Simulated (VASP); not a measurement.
Write the native input for VASP 6.6.1 that does the following.

| Property | Result |
| --- | --- |
| Task | single point |
| Functional | PBEsol |
| Potentials or basis | VASP PAW PBE potentials, release 64 (Te, Au) |
| Cutoff | 520 eV |
| k mesh | 14 × 14 × 4 |
| Occupations | gaussian, width 0.1 eV |
| Spin | no spin polarisation |
| Dipole correction | no |
| Further INCAR settings | ALGO = Normal; EDIFF = 1e-06; NBANDS = 22 |

The structure of Te3Au lies in POSCAR:

```
Te3Au
1.0
    3.1026009400      0.0000000000      0.0000000000
    0.0000000000      3.1026009400      0.0000000000
    0.0000000000      0.0000000000     12.9394698100
Te Au
3 1
Direct
    0.0000000000      0.0000000000      0.2024947600
    0.0000000000      0.0000000000      0.5000000000
    0.0000000000      0.0000000000      0.7975052400
    0.0000000000      0.0000000000      0.0000000000
```

These files were run (other wordings do the same):

INCAR

```
SYSTEM = Te3Au
PREC = Accurate
ENCUT = 520
EDIFF = 1E-6
ISMEAR = 0
SIGMA = 0.1
LREAL = .FALSE.
LASPH = .TRUE.
NELM = 100
ALGO = Normal
ISIF = 2
LWAVE = .FALSE.
LCHARG = .FALSE.
GGA = PS
NBANDS = 22
```

KPOINTS

```
Automatic mesh
0
G
  14 14 4
  0 0 0
```

Potentials or basis: VASP PAW PBE potentials, release 64 (Te, Au).

Launch:

```console
$ cat potpaw_PBE.64/Te/POTCAR potpaw_PBE.64/Au/POTCAR > POTCAR
$ mpirun -np 1 vasp_std > vasp.out
```

Results of the run:

| Item | Value |
| --- | --- |
| Pressure | -1.7 GPa |
| Largest force | 0.062 eV/Å |

Caveat: the PAW data sets were made with another functional, which shifts forces and pressure a little; this functional lacks dispersion, which binds the layers, so the pressure and a relaxed spacing across them are unreliable.

Run time: 3.6 min on 1 thread of Oxide Virtual Turin-like Processor, on a shared host, peak memory 0.38 GiB.
